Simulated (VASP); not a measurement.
# BSe (P1) in VASP: relaxation of cell and atoms with PBE

Aim: the relaxation of cell and atoms of BSe with PBE.

All numbers are computed with VASP 6.6.1; they aren't measurements. Logs are shortened: lines on timing, memory, paths and dates and some standing lists are left out, and cuts for length are marked.

## 1. The cell of the first run

The typed cell holds 8 atoms: a = 4.060 Å, b = 9.512 Å, c = 3.555 Å, α = 89.30°, β = 88.92°, γ = 89.35°.

## 2. Relaxation of cell and atoms, PBE

Input file INCAR:

```
SYSTEM = BSe
PREC     = Accurate       ! precision mode
ENCUT    = 600            ! plane-wave cutoff, eV
EDIFF    = 1E-7           ! SCF threshold, eV
ISMEAR   = -1             ! smearing method
SIGMA    = 0.1            ! smearing width, eV
LREAL    = .FALSE.        ! projectors in reciprocal space
LASPH    = .TRUE.         ! aspherical terms in the spheres
NELM     = 100            ! most SCF steps
ALGO     = Normal         ! electronic algorithm
ISIF     = 3              ! what is computed and relaxed
LWAVE    = .FALSE.        ! write WAVECAR
LCHARG   = .FALSE.        ! write CHGCAR
GGA      = PE             ! functional
IBRION   = 2              ! ionic algorithm
NSW      = 60             ! ionic steps
EDIFFG   = -0.03          ! ionic threshold
```

Input file KPOINTS:

```
Automatic mesh
0
Gamma
  5 2 5
  0.5 0.5 0.5
```

Input file POSCAR:

```
BSe
1.0
    4.0595230000      0.0225230000      0.0383120000
    0.0553860000      9.5113030000      0.0591210000
    0.0335230000      0.0210370000      3.5549140000
B Se
4 4
Direct
    0.1148880000      0.1256570000      0.2878200000
    0.8449680000      0.8906980000      0.7333170000
    0.5600230000      0.3736270000      0.7180400000
    0.4230950000      0.6222220000      0.2605180000
    0.4927730000      0.8417140000      0.2283030000
    0.5067160000      0.1530290000      0.7798740000
    0.9939350000      0.6222490000      0.7499780000
    0.9976340000      0.3518700000      0.2460170000
```

Potentials or basis: VASP PAW PBE potentials, release 64 (B, Se).

Command:

```sh
> cat potpaw_PBE.64/B/POTCAR potpaw_PBE.64/Se/POTCAR > POTCAR
> mpirun -np 1 vasp_std > vasp.out
```

OUTCAR:

```text
SYSTEM = BSe
   PREC = Accurate
   ENCUT = 600
   EDIFF = 1E-7
   ISMEAR = -1
   LREAL = .FALSE.
   LASPH = .TRUE.
   NELM = 100
   ISIF = 3
   GGA = PE
   IBRION = 2
   NSW = 60
   EDIFFG = -0.03

 ion  position               nearest neighbor table
   1  0.115  0.126  0.288-   8 2.20   6 2.40   6 2.41
   2  0.845  0.891  0.733-   5 2.29   5 2.37
   3  0.560  0.374  0.718-   6 2.12   8 2.43
   4  0.423  0.622  0.261-   5 2.11   7 2.44
   5  0.493  0.842  0.228-   4 2.11   2 2.29   2 2.37
   6  0.507  0.153  0.780-   3 2.12   1 2.40   1 2.41
   7  0.994  0.622  0.750-   4 2.44
   8  0.998  0.352  0.246-   1 2.20   3 2.43

  LATTYP: Found a triclinic cell.
 ALAT       =     3.5551343005
 B/A-ratio  =     3.3207983879
 C/A-ratio  =     1.1419445558
 COS(alpha) =     0.0021737361
 COS(beta)  =     0.0188981363
 COS(gamma) =     0.5924458580

  Lattice vectors:

 A1 = (   0.0335230000,   0.0210370000,   3.5549140000)
 A2 = (   0.0116600000,  -9.4692290000,   7.0507070000)
 A3 = (   4.0595230000,   0.0225230000,   0.0383120000)

Analysis of symmetry for initial positions (statically):
=====================================================================
 Subroutine PRICEL returns:
 Original cell was already a primitive cell.

 Routine SETGRP: Setting up the symmetry group for a
 triclinic supercell.

 Subroutine GETGRP returns: Found  1 space group operations
 (whereof  1 operations were pure point group operations)
 out of a pool of  2 trial point group operations.

The static configuration has the point symmetry C_1 .

Analysis of symmetry for dynamics (positions and initial velocities):
=====================================================================
 Subroutine PRICEL returns:
 Original cell was already a primitive cell.

 Routine SETGRP: Setting up the symmetry group for a
 triclinic supercell.

 Subroutine GETGRP returns: Found  1 space group operations
 (whereof  1 operations were pure point group operations)
 out of a pool of  2 trial point group operations.

The dynamic configuration has the point symmetry C_1 .

 Subroutine INISYM returns: Found  1 space group operations
 (whereof  1 operations are pure point group operations),
 and found     1 'primitive' translations

----------------------------------------------------------------------------------------

                                     Primitive cell

  volume of cell :     137.2384

  direct lattice vectors                    reciprocal lattice vectors
     4.059523000  0.022523000  0.038312000     0.246364086 -0.001420233 -0.002314820
     0.055386000  9.511303000  0.059121000    -0.000577545  0.105145263 -0.000616774
     0.033523000  0.021037000  3.554914000    -0.002645509 -0.001733342  0.281335962

  length of vectors
     4.059766260  9.511647999  3.555134300     0.246379054  0.105148658  0.281353739

  position of ions in fractional coordinates (direct lattice)
     0.114888000  0.125657000  0.287820000
     0.844968000  0.890698000  0.733317000
     0.560023000  0.373627000  0.718040000
     0.423095000  0.622222000  0.260518000
     0.492773000  0.841714000  0.228303000
     0.506716000  0.153029000  0.779874000
     0.993935000  0.622249000  0.749978000
     0.997634000  0.351870000  0.246017000

  ion indices of the primitive-cell ions
   primitive index   ion index
                 1           1
                 2           2
                 3           3
                 4           4
                 5           5
                 6           6
                 7           7
                 8           8

----------------------------------------------------------------------------------------

 KPOINTS: Automatic mesh

Automatic generation of k-mesh.
 Grid dimensions read from file:
 generate k-points for:    5    2    5

 Generating k-lattice:

  Cartesian coordinates                     Fractional coordinates (reciprocal lattice)
     0.049272817 -0.000284047 -0.000462964     0.200000000  0.000000000  0.000000000
    -0.000288772  0.052572631 -0.000308387     0.000000000  0.500000000 -0.000000000
    -0.000529102 -0.000346668  0.056267192     0.000000000  0.000000000  0.200000000

  Length of vectors
     0.049275811  0.052574329  0.056270748

  Shift w.r.t. Gamma in fractional coordinates (k-lattice)
     0.500000000  0.500000000  0.500000000

 Subroutine IBZKPT returns following result:
 ===========================================

 Found     25 irreducible k-points:

 Following reciprocal coordinates:
            Coordinates               Weight
  0.100000  0.250000  0.100000      2.000000
  0.300000  0.250000  0.100000      2.000000
  0.500000  0.250000  0.100000      2.000000
 -0.300000  0.250000  0.100000      2.000000
 -0.100000  0.250000  0.100000      2.000000
  0.100000 -0.250000  0.100000      2.000000
[... 16 lines left out ...]
  0.500000  0.250000  0.500000      2.000000
 -0.300000  0.250000  0.500000      2.000000
   k-points           NKPTS =     25   k-points in BZ     NKDIM =     25   number of bands    NBANDS=     23
   number of dos      NEDOS =    301   number of ions     NIONS =      8
   total plane-waves  NPLWV =  71680
   dimension x,y,z NGX =    32 NGY =   80 NGZ =   28
   dimension x,y,z NGXF=    64 NGYF=  160 NGZF=   56
   ions per type =               4   4
   NGX,Y,Z   is equivalent  to a cutoff of  13.10, 13.98, 13.09 a.u.
   NGXF,Y,Z  is equivalent  to a cutoff of  26.21, 27.97, 26.19 a.u.
 SYSTEM =  BSe
   PREC   = accura    normal or accurate (medium, high low for compatibility)
   ISTART =      0    job   : 0-new  1-cont  2-samecut
   ICHARG =      2    charge: 1-file 2-atom 10-const
   ISPIN  =      1    spin polarized calculation?
   LNONCOLLINEAR =      F non collinear calculations
   LSORBIT =      F    spin-orbit coupling
   LASPH  =      T    aspherical Exc in radial PAW
   ENCUT  =  600.0 eV  44.10 Ry    6.64 a.u.   8.11 19.00  7.10*2*pi/ulx,y,z
   NELM   =    100;   NELMIN=  2; NELMDL= -5     # of ELM steps
   EDIFF  = 0.1E-06   stopping-criterion for ELM
   LREAL  =      F    real-space projection
   EDIFFG = -.3E-01   stopping-criterion for IOM
   NSW    =     60    number of steps for IOM
   IBRION =      2    ionic relax: 0-MD 1-quasi-New 2-CG
   NFREE  =      1    steps in history (QN), initial steepest desc. (CG)
   ISIF   =      3    stress and relaxation
   ISYM   =      2    0-nonsym 1-usesym 2-fastsym
   POTIM  = 0.5000    time-step for ionic-motion
   TEBEG  =    0.0;   TEEND  =   0.0 temperature during run
   PSTRESS=    0.0 pullay stress
   NELECT =      36.0000    total number of electrons
   NUPDOWN=      -1.0000    fix difference up-down
   EMIN   =  10.00;   EMAX   =-10.00  energy-range for DOS
   EFERMI =   0.00;   METHOD = LEGACY
   ISMEAR =    -1;   SIGMA  =   0.10  broadening in eV -4-tet -1-fermi 0-gaus
   EFERMI_NEDOS =   21; number of points for ismear=-14 and -15
   IALGO  =     38    algorithm
   IMIX   =      4    mixing-type and parameters
     AMIX     =   0.40;   BMIX     =  1.00
     AMIX_MAG =   1.60;   BMIX_MAG =  1.00
  volume/ion in A,a.u.               =      17.15       115.77
  Fermi-wavevector in a.u.,A,eV,Ry     =   1.047974  1.980383 14.942585  1.098249
  Thomas-Fermi vector in A             =   2.182876
   LORBIT       =      0    0 simple, 1 ext, 2 COOP (PROOUT), +10 PAW based schemes
   GGA     = PE    functional components
   LHFCALC =     F    Hartree Fock is set to
   AEXX    =    0.0000 exact exchange contribution
   IVDW    =     0    specifies the selected vdW correction
   LEPSILON=     F    determine dielectric tensor
   LRPA    =     F    only Hartree local field effects (RPA)
 conjugate gradient relaxation of ions
 non-spin polarized calculation
  energy-cutoff  :      600.00
  volume of cell :      137.24
 maximum number of plane-waves:      4606
   NGX = 17   NGY = 37   NGZ = 15

--------------------------------------- Ionic step        1  -------------------------------------------

 number of electron      36.0000001 magnetization

 Free energy of the ion-electron system (eV)
  ---------------------------------------------------
  ext. energy  EPLUGINS =         0.00000000
  ---------------------------------------------------
  free energy    TOTEN  =       -30.29152221 eV

  energy without entropy =      -30.15297473  energy(sigma->0) =      -30.22224847

 E-fermi :   3.8956     XC(G=0): -10.0175

 val. band max:        3.8901831938   @ k =   0.5000   0.2500   0.3000
 cond. band min:       3.9110833315   @ k =   0.5000  -0.2500   0.3000
 fundamental gap:      0.0209001377
 Fermi energy:         3.8956405287

 k-point     1 :       0.1000    0.2500    0.1000
  band No.  band energies     occupation
      1     -11.1874      2.00000
      2     -10.6307      2.00000
      3      -9.2897      2.00000
      4      -8.3891      2.00000
      5      -3.3951      2.00000
      6      -2.5273      2.00000
[... 613 lines left out ...]
     22       7.0268      0.00000
     23       7.3358      0.00000

 [... further k-points ...]
[... 5 lines left out ...]
  --------------------------------------------------------------------------------------
  -------------------------------------------------------------------------------------
  Total       -9.6706207     -4.8805667    -13.0326414     -0.7707908      2.2793413     -0.2873660
  in kB     -112.8987648    -56.9777233   -152.1483641     -8.9985259     26.6099590     -3.3548276
  external PRESSURE =    -107.3416174 kB  Pullay stress =       0.0000000 kB
[... 107 lines left out ...]
  FREE ENERGIE OF THE ION-ELECTRON SYSTEM (eV)
  ---------------------------------------------------
  free  energy   TOTEN  =       -32.5422832947 eV

  energy  without entropy=      -32.4465326901  energy(sigma->0) =      -32.49440799

 E-fermi :   4.4332     XC(G=0):  -9.7311

 val. band max:        4.2883359152   @ k =  -0.1000  -0.2500   0.1000
 cond. band min:       4.6419501318   @ k =   0.1000   0.2500   0.5000
 fundamental gap:      0.3536142166
 Fermi energy:         4.4331555052

 k-point     1 :       0.1000    0.2500    0.1000
  band No.  band energies     occupation
      1     -11.5421      2.00000
      2     -11.0607      2.00000
      3      -9.4131      2.00000
      4      -9.0660      2.00000
      5      -5.1855      2.00000
      6      -3.8025      2.00000
[... 613 lines left out ...]
     22       6.9898      0.00000
     23       7.3683      0.00000

 [... further k-points ...]

 E-fermi :   5.0047     XC(G=0):  -9.9536

 val. band max:        4.3325567559   @ k =  -0.1000  -0.2500   0.1000
 cond. band min:       5.6801587487   @ k =  -0.3000   0.2500   0.5000
 fundamental gap:      1.3476019928
 Fermi energy:         5.0046521559

 k-point     1 :       0.1000    0.2500    0.1000
  band No.  band energies     occupation
      1     -11.2162      2.00000
      2     -10.3903      2.00000
      3      -9.2636      2.00000
      4      -9.0544      2.00000
      5      -4.9390      2.00000
      6      -3.1701      2.00000
[... 613 lines left out ...]
     22       8.0712      0.00000
     23       8.2393      0.00000

 [... further k-points ...]

[... ionic steps 4 to 45 ...]

--------------------------------------- Ionic step       46  -------------------------------------------

 number of electron      36.0000008 magnetization

------------------------ aborting loop because EDIFF is reached ----------------------------------------

  FORCE on cell =-STRESS in cart. coord.  units (eV):
  Direction    XX          YY          ZZ          XY          YZ          ZX
  --------------------------------------------------------------------------------------
  -------------------------------------------------------------------------------------
  Total        0.0220279     -0.0617492      0.0914169     -0.0583838      0.0255872      0.0720582
  in kB        0.2819222     -0.7902930      1.1699929     -0.7472207      0.3274765      0.9222319
  external PRESSURE =       0.2205407 kB  Pullay stress =       0.0000000 kB
[... 69 lines left out ...]
  energy  without entropy=      -40.4952366663  energy(sigma->0) =      -40.49531390

--------------------------------------- Ionic step       48  -------------------------------------------

 number of electron      36.0000007 magnetization

 Free energy of the ion-electron system (eV)
  ---------------------------------------------------
  ext. energy  EPLUGINS =         0.00000000
  ---------------------------------------------------
  free energy    TOTEN  =       -40.49607960 eV

  energy without entropy =      -40.49592973  energy(sigma->0) =      -40.49600467

 E-fermi :   5.1703     XC(G=0): -10.0243

 val. band max:        4.3674926858   @ k =   0.1000  -0.2500   0.1000
 cond. band min:       5.9791293241   @ k =  -0.3000   0.2500   0.5000
 fundamental gap:      1.6116366383
 Fermi energy:         5.1703184150

 k-point     1 :       0.1000    0.2500    0.1000
  band No.  band energies     occupation
      1     -11.2096      2.00000
      2     -10.3034      2.00000
      3      -9.2260      2.00000
      4      -9.0774      2.00000
      5      -4.9233      2.00000
      6      -3.1178      2.00000
[... 613 lines left out ...]
     22       8.1548      0.00000
     23       8.5129      0.00000

 [... further k-points ...]
[... 5 lines left out ...]
  --------------------------------------------------------------------------------------
  -------------------------------------------------------------------------------------
  Total       -0.0972775      0.0411065     -0.0118833     -0.0743784     -0.0170136      0.0265668
  in kB       -1.2445263      0.5258988     -0.1520294     -0.9515660     -0.2176647      0.3398846
  external PRESSURE =      -0.2902190 kB  Pullay stress =       0.0000000 kB
[... 23 lines left out ...]
  FREE ENERGIE OF THE ION-ELECTRON SYSTEM (eV)
  ---------------------------------------------------
  free  energy   TOTEN  =       -40.4960796023 eV

  energy  without entropy=      -40.4959297307  energy(sigma->0) =      -40.49600467

 reached required accuracy - stopping structural energy minimisation
```

Run time: 23 min. Hardware: 1 thread of Intel Xeon 6975P-C (Granite Rapids), shared host; peak memory 0.31 GiB.

What came out:

| Property | Result |
| --- | --- |
| Free energy | -40.4961 eV |
| Relaxed volume | 15.65 Å³/atom |
| Relaxed cell | a = 5.436 Å, b = 7.736 Å, c = 3.291 Å, α = 64.83°, β = 90.23°, γ = 90.05° |
| Space group after relaxing (to 0.05 Å) | Pnnm (No. 58) |
| Energy gained by relaxing | 1275.6 meV/atom |
| Ionic steps | 48 |
| Pressure after relaxing | 0.0 GPa |
| Largest force after relaxing | 0.030 eV/Å |
| Band gap on the k mesh | 1.61 eV, indirect (least direct gap 2.37 eV) |

Forces in eV/Å, atoms in the order of the input:
```
B    0.011 -0.008  0.006
B    0.002  0.013 -0.007
B    0.009 -0.019 -0.009
B   -0.008  0.023  0.017
Se   0.000 -0.004  0.021
Se  -0.014 -0.006 -0.020
Se   0.021  0.007  0.011
Se  -0.021 -0.005 -0.019
```

The path:
```tsv
step	energy change (eV)	largest force (eV/Å)	pressure (GPa)	volume (Å³)
1	0.0000	2.2819	-10.73	137.24
3	-2.2508	1.8229	7.43	110.68
5	-2.8909	1.2756	10.63	110.94
7	-3.6089	1.2974	-1.73	125.07
9	-4.3119	2.3921	2.34	129.34
11	-4.4737	1.5555	-0.03	128.43
13	-4.9547	1.9962	2.50	130.50
15	-5.4193	1.2711	-0.74	136.41
17	-6.1680	1.6034	-4.06	139.00
19	-6.3826	2.4058	-5.14	140.48
21	-6.7916	2.3915	-5.66	139.39
23	-5.6556	11.7233	0.91	133.45
25	-7.3099	3.5053	-4.70	136.23
27	-7.6726	3.0910	-4.78	134.92
29	-7.9740	5.4479	10.01	118.13
31	-8.6224	3.5173	1.42	124.53
33	-9.1988	1.9242	3.16	122.88
35	-9.7460	1.1110	-1.14	127.97
37	-10.0385	0.8038	-1.22	127.33
39	-10.1594	0.4822	0.77	124.41
41	-10.1900	0.2966	0.16	124.94
43	-10.1984	0.1691	-0.15	125.35
45	-10.2021	0.1415	0.06	125.15
47	-10.2039	0.0675	0.01	125.19
48	-10.2046	0.0295	-0.03	125.23
```

Final structure:
```xyz
8
Lattice="5.4361 -0.0313 0.0067 0.0342 7.4617 2.0408 -0.0137 0.5646 3.2417" Properties=species:S:1:pos:R:3 pbc="T T T"
B     0.1852    1.0855    1.4804
B     5.1809    6.8747    3.8026
B     2.9099    3.1604    2.7921
B     2.4571    4.8004    2.4897
Se    3.9440    6.3184    2.2230
Se    1.4231    1.6430    3.0596
Se    1.2093    5.3691    4.0566
Se    4.1574    2.5910    1.2262
```

A k mesh can miss the band edges. As with any semilocal functional, this PBE gap is likely too small.
